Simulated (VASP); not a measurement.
MgO:

```xyz
2
Lattice="0.0000 2.1351 2.1351 2.1351 0.0000 2.1351 2.1351 2.1351 0.0000" Properties=species:S:1:pos:R:3 pbc="T T T"
Mg    0.0000    0.0000    0.0000
O     2.1351    2.1351    2.1351
```

Program: VASP 6.6.1. Alike in all runs: no spin polarisation; cell as given; k mesh 10 × 10 × 10; smearing fermi-dirac 0.01 eV.

Order these runs on this cell by their pressure, lowest first.
A. level LDA; potentials or basis VASP PAW LDA potentials, release 64 (Mg, O); cutoff (eV) 600
B. level r2SCAN; potentials or basis VASP PAW PBE potentials, release 64 (Mg, O); cutoff (eV) 660
C. level PBEsol; potentials or basis VASP PAW PBE potentials, release 64 (Mg, O); cutoff (eV) 520
D. level PBE; potentials or basis VASP PAW PBE potentials, release 64 (Mg, O); cutoff (eV) 520

A (-13.5 GPa), B (-8.5 GPa), C (-6.3 GPa), D (-2.4 GPa).

Caveats: the PAW data sets were made with another functional, which shifts forces and pressure a little (some runs).
